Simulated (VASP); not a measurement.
# Sr (Fm-3m) in VASP: notebook

The runs below take Sr through single point, with LDA, PBEsol.

Everything below comes from runs of VASP 6.6.1. Logs are shortened: lines on timing, memory, paths and dates and some standing lists are left out, and cuts for length are marked.

## 1. The cell of the first run

Symmetry: Fm-3m, No. 225, cubic system. The conventional cell has a = 6.002 Å, b = 6.002 Å, c = 6.002 Å, α = 90.00°, β = 90.00°, γ = 90.00°. Sr (site symmetry m-3m) has 12 Sr at 4.24 Å within 5.6 Å.

## 2. Single point, LDA (volume scaled by 0.96)

INCAR

```
SYSTEM = Sr
ALGO = Fast
EDIFF = 1E-6
ENCUT = 520
ISIF = 2
ISMEAR = -1
LASPH = .True.
LCHARG = .False.
LREAL = .False.
LWAVE = .False.
NBANDS = 11
NELM = 60
PREC = Accurate
SIGMA = 0.02
```

KPOINTS

```
k-points
0
Gamma
  8 8 8
  0 0 0
```

POSCAR

```
Sr
1.0
    0.0000000000      3.0012321217      3.0012321217
    3.0012321217      0.0000000000      3.0012321217
    3.0012321217      3.0012321217      0.0000000000
Sr
1
Direct
    0.0000000000      0.0000000000      0.0000000000
```

Potentials or basis: VASP PAW LDA potentials, release 64 (Sr_sv).

On the command line:

```console
cat potpaw_LDA.64/Sr_sv/POTCAR > POTCAR
mpirun -np 1 vasp_std > vasp.out
```

OUTCAR:

```text
SYSTEM = Sr
   EDIFF = 1E-6
   ENCUT = 520
   ISIF = 2
   ISMEAR = -1
   LASPH = .True.
   LREAL = .False.
   NELM = 60
   PREC = Accurate

 ion  position               nearest neighbor table
   1  0.000  0.000  0.000-

  LATTYP: Found a face centered cubic cell.
 ALAT       =     6.0024642434

  Lattice vectors:

 A1 = (   0.0000000000,   3.0012321217,   3.0012321217)
 A2 = (   3.0012321217,   0.0000000000,   3.0012321217)
 A3 = (   3.0012321217,   3.0012321217,   0.0000000000)

Analysis of symmetry for initial positions (statically):
=====================================================================
 Subroutine PRICEL returns:
 Original cell was already a primitive cell.

 Routine SETGRP: Setting up the symmetry group for a
 face centered cubic supercell.

 Subroutine GETGRP returns: Found 48 space group operations
 (whereof 48 operations were pure point group operations)
 out of a pool of 48 trial point group operations.

The static configuration has the point symmetry O_h .

Analysis of symmetry for dynamics (positions and initial velocities):
=====================================================================
 Subroutine PRICEL returns:
 Original cell was already a primitive cell.

 Routine SETGRP: Setting up the symmetry group for a
 face centered cubic supercell.

 Subroutine GETGRP returns: Found 48 space group operations
 (whereof 48 operations were pure point group operations)
 out of a pool of 48 trial point group operations.

The dynamic configuration has the point symmetry O_h .

 Subroutine INISYM returns: Found 48 space group operations
 (whereof 48 operations are pure point group operations),
 and found     1 'primitive' translations

----------------------------------------------------------------------------------------

                                     Primitive cell

  volume of cell :      54.0666

  direct lattice vectors                    reciprocal lattice vectors
     0.000000000  3.001232122  3.001232122    -0.166598244  0.166598244  0.166598244
     3.001232122  0.000000000  3.001232122     0.166598244 -0.166598244  0.166598244
     3.001232122  3.001232122  0.000000000     0.166598244  0.166598244 -0.166598244

  length of vectors
     4.244383170  4.244383170  4.244383170     0.288556622  0.288556622  0.288556622

  position of ions in fractional coordinates (direct lattice)
     0.000000000  0.000000000  0.000000000

  ion indices of the primitive-cell ions
   primitive index   ion index
                 1           1

[... 72 lines left out ...]
   LREAL  =      F    real-space projection
   EDIFFG = 0.1E-04   stopping-criterion for IOM
   NSW    =      0    number of steps for IOM
   IBRION =     -1    ionic relax: 0-MD 1-quasi-New 2-CG
   NFREE  =      0    steps in history (QN), initial steepest desc. (CG)
   ISIF   =      2    stress and relaxation
   ISYM   =      2    0-nonsym 1-usesym 2-fastsym
   POTIM  = 0.5000    time-step for ionic-motion
   TEBEG  =    0.0;   TEEND  =   0.0 temperature during run
   PSTRESS=    0.0 pullay stress
   NELECT =      10.0000    total number of electrons
   NUPDOWN=      -1.0000    fix difference up-down
   EMIN   =  10.00;   EMAX   =-10.00  energy-range for DOS
   EFERMI =   0.00;   METHOD = LEGACY
   ISMEAR =    -1;   SIGMA  =   0.02  broadening in eV -4-tet -1-fermi 0-gaus
   EFERMI_NEDOS =   21; number of points for ismear=-14 and -15
   IALGO  =     68    algorithm
   IMIX   =      4    mixing-type and parameters
     AMIX     =   0.40;   BMIX     =  1.00
     AMIX_MAG =   1.60;   BMIX_MAG =  1.00
  volume/ion in A,a.u.               =      54.07       364.86
  Fermi-wavevector in a.u.,A,eV,Ry     =   0.932750  1.762642 11.837375  0.870023
  Thomas-Fermi vector in A             =   2.059380
   LORBIT       =      0    0 simple, 1 ext, 2 COOP (PROOUT), +10 PAW based schemes
   GGA     = CA    functional components
   LHFCALC =     F    Hartree Fock is set to
   AEXX    =    0.0000 exact exchange contribution
   IVDW    =     0    specifies the selected vdW correction
   LEPSILON=     F    determine dielectric tensor
   LRPA    =     F    only Hartree local field effects (RPA)
 non-spin polarized calculation
 RMM-DIIS sequential band-by-band and
  energy-cutoff  :      520.00
  volume of cell :       54.07
 maximum number of plane-waves:      1475
   NGX = 15   NGY = 15   NGZ = 15

 number of electron      10.0000000 magnetization

 Free energy of the ion-electron system (eV)
  ---------------------------------------------------
  ext. energy  EPLUGINS =         0.00000000
  ---------------------------------------------------
  free energy    TOTEN  =        -1.87998017 eV

  energy without entropy =       -1.87878764  energy(sigma->0) =       -1.87938391

 E-fermi :   1.5135     XC(G=0):  -7.6102

 val. band max:        1.3638898345   @ k =  -0.3750   0.3750   0.0000
 cond. band min:       1.5347551392   @ k =  -0.2500   0.5000   0.2500
 fundamental gap:      0.1708653047
 Fermi energy:         1.5135470120

 k-point     1 :       0.0000    0.0000    0.0000
  band No.  band energies     occupation
      1     -34.9509      2.00000
      2     -16.9307      2.00000
      3     -16.9307      2.00000
      4     -16.9307      2.00000
      5      -2.2096      2.00000
      6       3.7338      0.00000
      7       3.7338      0.00000
      8       3.7338      0.00000
      9       5.2136      0.00000
     10       5.2136      0.00000
     11       8.7052      0.00000
[... 309 lines left out ...]
 k-point    24 :      -0.3750    0.2500    0.1250
  band No.  band energies     occupation
      1     -34.9327      2.00000
      2     -17.1152      2.00000
      3     -17.0158      2.00000
      4     -16.9779      2.00000
      5       0.9851      2.00000
      6       1.5433      0.36884
      7       2.7746      0.00000
      8       4.0712      0.00000
      9       5.7435      0.00000
     10       6.5781      0.00000
     11       6.6691      0.00000

 [... further k-points ...]
[... 5 lines left out ...]
  --------------------------------------------------------------------------------------
  -------------------------------------------------------------------------------------
  Total       -0.4364637     -0.4364637     -0.4364637      0.0000000     -0.0000000      0.0000000
  in kB      -12.9339147    -12.9339147    -12.9339147      0.0000000     -0.0000000      0.0000000
  external PRESSURE =     -12.9339147 kB  Pullay stress =       0.0000000 kB

 VOLUME and BASIS-vectors are now :
 -----------------------------------------------------------------------------
  energy-cutoff  :      520.00
  volume of cell :       54.07
      direct lattice vectors                 reciprocal lattice vectors
     0.000000000  3.001232122  3.001232122    -0.166598244  0.166598244  0.166598244
     3.001232122  0.000000000  3.001232122     0.166598244 -0.166598244  0.166598244
     3.001232122  3.001232122  0.000000000     0.166598244  0.166598244 -0.166598244

 POSITION                                       TOTAL-FORCE (eV/Angst)
 -----------------------------------------------------------------------------------
      0.00000      0.00000      0.00000         0.000000     -0.000000     -0.000000
 -----------------------------------------------------------------------------------
    total drift:                                0.000000      0.000000      0.000000

  FREE ENERGIE OF THE ION-ELECTRON SYSTEM (eV)
  ---------------------------------------------------
  free  energy   TOTEN  =        -1.8799801684 eV

  energy  without entropy=       -1.8787876440  energy(sigma->0) =       -1.87938391
```

OSZICAR:

```text
N       E                     dE             d eps       ncg     rms          rms(c)
DAV:   1     0.376973347178E+02    0.37697E+02   -0.48713E+03   638   0.787E+02
DAV:   2    -0.799479193547E-01   -0.37777E+02   -0.37077E+02   742   0.157E+02
DAV:   3    -0.181936138416E+01   -0.17394E+01   -0.17235E+01   966   0.252E+01
DAV:   4    -0.188264751970E+01   -0.63286E-01   -0.62908E-01   852   0.424E+00
DAV:   5    -0.188393572644E+01   -0.12882E-02   -0.12881E-02   892   0.469E-01    0.110E+01
RMM:   6    -0.188164053863E+01    0.22952E-02   -0.54696E-03   670   0.928E-01    0.618E+00
RMM:   7    -0.187975962451E+01    0.18809E-02   -0.10455E-02   724   0.131E+00    0.285E-01
RMM:   8    -0.187986853441E+01   -0.10891E-03   -0.36228E-03   855   0.403E-01    0.660E-02
RMM:   9    -0.187996150626E+01   -0.92972E-04   -0.70316E-04   974   0.121E-01    0.733E-02
RMM:  10    -0.187997597194E+01   -0.14466E-04   -0.10651E-04   931   0.591E-02    0.953E-02
RMM:  11    -0.187997944801E+01   -0.34761E-05   -0.22484E-05   942   0.236E-02    0.110E-02
RMM:  12    -0.187998016835E+01   -0.72034E-06   -0.63915E-06   756   0.110E-02
   1 F= -.18799802E+01 E0= -.18793839E+01  d E =-.119252E-02
```

stdout:

```text
POSCAR found type information on POSCAR Sr
 POSCAR found :  1 types and       1 ions
 scaLAPACK will be used
 LDA part: xc-table for (Slater(with rela. corr.)+CA(PZ))
 , standard interpolation
 POSCAR, INCAR and KPOINTS ok, starting setup
 FFT: planning ... GRIDC
 FFT: planning ... GRID_SOFT
 FFT: planning ... GRID
 WAVECAR not read
 entering main loop
```

Wall time 19 s (1 thread of Intel Xeon 8259CL, shared host); peak memory 0.16 GiB.

Results:

```yaml
Free_energy: -1.8800 eV
Pressure: -1.3 GPa
```

Caveat: the cell differs from its parent crystal (volume scaled by 0.96).

## 3. Single point, LDA (volume scaled by 0.98)

INCAR

```
PREC = Accurate ; ENCUT = 520
EDIFF = 1E-6 ; ISMEAR = -1
SIGMA = 0.02 ; LREAL = F
LASPH = T ; NELM = 60
ALGO = Normal ; ISIF = 2
LWAVE = F ; LCHARG = F
NBANDS = 11
```

KPOINTS

```
Automatic mesh
0
Gamma
  8 8 8
```

POSCAR

```
Sr
1.0
    0.0000000000      3.0219309284      3.0219309284
    3.0219309284      0.0000000000      3.0219309284
    3.0219309284      3.0219309284      0.0000000000
Sr
1
Direct
    0.0000000000      0.0000000000      0.0000000000
```

Potentials or basis: VASP PAW LDA potentials, release 64 (Sr_sv).

On the command line:

```console
cat potpaw_LDA.64/Sr_sv/POTCAR > POTCAR
mpirun -np 1 vasp_std > vasp.out
```

It took 15 s on 1 thread of Intel Xeon 8259CL, shared host; peak memory 0.15 GiB.

Results (log left out):

```
Free energy            : -1.8704 eV
Pressure               : -1.5 GPa
Band gap on the k mesh : zero (band 5 reaches 1.48 eV, above the bottom of band 6 at 1.46 eV)
```

Levels at points of the mesh, in eV from the Fermi level:
```tsv
k point	band 3	band 4	band 5	band 6	band 7	band 8
(0.00, 0.00, 0.00)	-18.48	-18.48	-3.69	2.20	2.20	2.20
(0.50, 0.00, 0.00)	-18.51	-18.51	-1.20	0.10	2.06	2.06
(0.50, 0.50, 0.00)	-18.56	-18.56	-0.69	0.26	1.06	4.69
```

Caveat: the cell differs from its parent crystal (volume scaled by 0.98).

## 4. Single point, LDA

This run uses another cell than the first one, of 56.32 Å³/atom, 1.042 times its volume.

INCAR

```
SYSTEM = Sr
PREC = Accurate
ENCUT = 520
EDIFF = 1E-6
ISMEAR = 0
SIGMA = 0.02
LREAL = .FALSE.
LASPH = .TRUE.
NELM = 60
ALGO = Normal
ISIF = 2
LWAVE = .FALSE.
LCHARG = .FALSE.
GGA = CA
NBANDS = 11
```

KPOINTS

```
regular mesh
0
G
  8 8 8
  0 0 0
```

POSCAR

```
Sr
1.0
    0.0000000000      3.0423500000      3.0423500000
    3.0423500000      0.0000000000      3.0423500000
    3.0423500000      3.0423500000      0.0000000000
Sr
1
Direct
    0.0000000000      0.0000000000      0.0000000000
```

On the command line:

```console
cat potpaw_LDA.64/Sr_sv/POTCAR > POTCAR
mpirun -np 1 vasp_std > vasp.out
```

Run time: 15 s. Hardware: 1 thread of Intel Xeon 8259CL, shared host; peak memory 0.16 GiB.

The run converged. Its results:

```yaml
Free_energy: -1.8588 eV
Pressure: -1.6 GPa
Band_gap_on_the_k_mesh: zero (band 5 reaches 1.42 eV, above the bottom of band 6 at 1.39 eV)
```

Levels at points of the mesh, in eV from the Fermi level:
```
           k point  band 3  band 4  band 5  band 6  band 7  band 8
(0.00, 0.00, 0.00)  -18.53  -18.53   -3.66    2.17    2.17    2.17
(0.50, 0.00, 0.00)  -18.56  -18.56   -1.20    0.07    2.03    2.03
(0.50, 0.50, 0.00)  -18.60  -18.60   -0.68    0.27    1.01    4.61
```

## 5. Single point, PBEsol

This run uses another cell than the first one, of 56.32 Å³/atom, 1.042 times its volume.

INCAR

```
PREC = Accurate
ENCUT = 520
EDIFF = 1E-7
ISMEAR = 0
SIGMA = 0.05
LREAL = F
LASPH = T
NELM = 80
ALGO = Fast
ISIF = 2
LWAVE = F
LCHARG = F
GGA = PS
NBANDS = 11
```

KPOINTS

```
regular mesh
0
Gamma
  8 8 8
```

POSCAR is that of step 4.

Potentials or basis: VASP PAW PBE potentials, release 64 (Sr_sv).

On the command line:

```console
cat potpaw_PBE.64/Sr_sv/POTCAR > POTCAR
mpirun -np 1 vasp_std > vasp.out
```

Run time: 29 s. Hardware: 1 thread of Intel Xeon 8259CL, shared host; peak memory 0.18 GiB.

The run converged. Its results:

```yaml
Free_energy: -1.8324 eV
Pressure: -0.9 GPa
Band_gap_on_the_k_mesh: zero (band 5 reaches 1.50 eV, above the bottom of band 6 at 1.43 eV)
```

Levels at points of the mesh, in eV from the Fermi level:
```tsv
k point	band 2	band 3	band 4	band 5	band 6	band 7	band 8	band 9
(0.00, 0.00, 0.00)	-18.48	-18.48	-18.48	-3.61	2.31	2.31	2.31	3.75
(0.50, 0.00, 0.00)	-18.66	-18.51	-18.51	-1.12	0.06	2.16	2.16	4.77
(0.50, 0.50, 0.00)	-18.65	-18.55	-18.55	-0.61	0.36	1.01	4.78	5.08
```

Caveat: the PAW data sets were made with another functional, which shifts forces and pressure a little.

## 6. Single point, LDA

This run uses another cell than the first one, of 56.32 Å³/atom, 1.042 times its volume.

INCAR

```
SYSTEM = Sr
ALGO = Fast
EDIFF = 1E-6
ENCUT = 520
GGA = CA
ISIF = 2
ISMEAR = -1
LASPH = .TRUE.
LCHARG = .FALSE.
LREAL = .FALSE.
LWAVE = .FALSE.
NBANDS = 11
NELM = 80
PREC = Accurate
SIGMA = 0.02
```

KPOINTS

```
k-points
0
G
  8 8 8
  0 0 0
```

POSCAR is that of step 5.

Potentials or basis: VASP PAW LDA potentials, release 64 (Sr_sv).

On the command line:

```console
cat potpaw_LDA.64/Sr_sv/POTCAR > POTCAR
mpirun -np 1 vasp_std > vasp.out
```

Run time: 18 s. Hardware: 1 thread of Intel Xeon 8259CL, shared host; peak memory 0.16 GiB.

Results (log left out):

```yaml
Free_energy: -1.8595 eV
Pressure: -1.6 GPa
Band_gap_on_the_k_mesh: zero (band 5 reaches 1.42 eV, above the bottom of band 6 at 1.39 eV)
```

Levels at points of the mesh, in eV from the Fermi level:
```tsv
k point	band 1	band 2	band 3	band 4	band 5	band 6	band 7	band 8	band 9	band 10
(0.00, 0.00, 0.00)	-36.53	-18.52	-18.52	-18.52	-3.65	2.19	2.19	2.19	3.60	3.60
(0.50, 0.00, 0.00)	-36.52	-18.70	-18.54	-18.54	-1.18	0.08	2.05	2.05	4.61	4.61
(0.50, 0.50, 0.00)	-36.51	-18.69	-18.59	-18.59	-0.66	0.28	1.02	4.62	4.91	4.96
```

## 7. Overview

| level | potentials or basis | cell | smearing | gap on the mesh (eV) | pressure (GPa) |
| --- | --- | --- | --- | --- | --- |
| LDA | VASP PAW LDA potentials, release 64 (Sr_sv) | a = 4.244 Å, angles 60.0°, 1 atom | fermi-dirac 0.02 eV | - | -1.3 |
| LDA | VASP PAW LDA potentials, release 64 (Sr_sv) | a = 4.274 Å, angles 60.0°, 1 atom | fermi-dirac 0.02 eV | none | -1.5 |
| LDA | VASP PAW LDA potentials, release 64 (Sr_sv) | a = 4.303 Å, angles 60.0°, 1 atom | gaussian 0.02 eV | none | -1.6 |
| PBEsol | VASP PAW PBE potentials, release 64 (Sr_sv) | a = 4.303 Å, angles 60.0°, 1 atom | gaussian 0.05 eV | none | -0.9 |
| LDA | VASP PAW LDA potentials, release 64 (Sr_sv) | a = 4.303 Å, angles 60.0°, 1 atom | fermi-dirac 0.02 eV | none | -1.6 |

Alike in all rows: task single point; no spin polarisation; k mesh 8 × 8 × 8; cutoff (eV) 520.

Caveats: the PAW data sets were made with another functional, which shifts forces and pressure a little (some runs).

Absolute energies hang on the potentials; compare differences alone.
